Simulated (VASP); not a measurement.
Write the native input for VASP 6.6.1 that does the following.

```yaml
Task: single point
Functional: PBE
Potentials_or_basis: VASP PAW PBE potentials, release 64 (K_sv, Cl)
Cutoff: 500 eV
k_mesh: 4 × 4 × 4
Occupations: gaussian, width 0.01 eV
Spin: no spin polarisation
Dipole_correction: no
Further_INCAR_settings: ALGO = Normal; EDIFF = 1e-06; NBANDS = 15
```

The structure of KCl (Sylvite) lies in POSCAR:

```
KCl
1.0
    0.0000000000      3.1517054007      3.1517054007
    3.1517054007      0.0000000000      3.1517054007
    3.1517054007      3.1517054007      0.0000000000
K Cl
1 1
Direct
    0.9634600000      0.0352000000      0.0558700000
    0.4739900000      0.5033200000      0.4998500000
```

One way to write it, as run:

INCAR

```
SYSTEM = KCl
ALGO     = Normal         ! electronic algorithm
EDIFF    = 1E-6           ! SCF threshold, eV
ENCUT    = 500            ! plane-wave cutoff, eV
GGA      = PE             ! functional
GGA_COMPAT= .FALSE.      
ISIF     = 2              ! what is computed and relaxed
ISMEAR   = 0              ! smearing method
LASPH    = .TRUE.         ! aspherical terms in the spheres
LCHARG   = .FALSE.        ! write CHGCAR
LREAL    = .FALSE.        ! projectors in reciprocal space
LWAVE    = .FALSE.        ! write WAVECAR
NBANDS   = 15             ! bands
NELM     = 120            ! most SCF steps
PREC     = Accurate       ! precision mode
SIGMA    = 0.01           ! smearing width, eV
```

KPOINTS

```
k-points
0
G
  4 4 4
  0 0 0
```

Potentials or basis: VASP PAW PBE potentials, release 64 (K_sv, Cl).

The run is started by

```console
$ cat potpaw_PBE.64/K_sv/POTCAR potpaw_PBE.64/Cl/POTCAR > POTCAR
$ mpirun -np 1 vasp_std > vasp.out
```

It gave:

```json
{
 "Pressure": "1.4 GPa",
 "Largest force": "0.484 eV/Å",
 "Band gap on the k mesh": "5.19 eV, direct"
}
```

Caveat: the k points lie up to 0.43 Å⁻¹ apart.

It took 16 s on 1 thread of Intel(R) Xeon(R) 6975P-C (Granite Rapids) (shared host), peak memory 0.2 GiB.
